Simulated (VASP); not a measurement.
Wanted: the native input for a VASP 6.6.1 run.

```
Task                   : single point
Functional             : PBEsol
Potentials or basis    : VASP PAW PBE potentials, release 64 (Y_sv)
Cutoff                 : 520 eV
k mesh                 : 11 × 11 × 11
Occupations            : fermi-dirac, width 0.1 eV
Spin                   : no spin polarisation
Dipole correction      : no
Further INCAR settings : ALGO = Normal; EDIFF = 1e-06; NBANDS = 12
```

The structure of Y lies in POSCAR:

```
Y
1.0
    3.1134664401      0.0000000000      0.0000000000
    0.0000000000      3.1134664401      0.0000000000
    0.0000000000      0.0000000000      3.1134664401
Y
1
Direct
    0.0000000000      0.0000000000      0.0000000000
```

This isn't the form of Y at room conditions, which is hcp.

The input as run:

INCAR

```
PREC = Accurate
ENCUT = 520
EDIFF = 1E-6
ISMEAR = -1
SIGMA = 0.1
LREAL = False
LASPH = True
NELM = 60
ALGO = Normal
ISIF = 2
LWAVE = False
LCHARG = True
GGA = PS
LELF = True
LVHAR = True
NBANDS = 12
```

KPOINTS

```
regular mesh
0
Gamma
  11 11 11
```

Potentials or basis: VASP PAW PBE potentials, release 64 (Y_sv).

The run is started by

```bash
$ cat potpaw_PBE.64/Y_sv/POTCAR > POTCAR
$ mpirun -np 1 vasp_std > vasp.out
```

Results of the run:

```yaml
Pressure: 2.6 GPa
Band_gap_on_the_k_mesh: zero (an odd number of electrons rules out a gap without spin polarisation)
```

Caveat: the PAW data sets were made with another functional, which shifts forces and pressure a little.

Run time: 6.3 s on 1 thread of Intel(R) Xeon(R) 6975P-C (Granite Rapids) (shared host), peak memory 0.16 GiB.
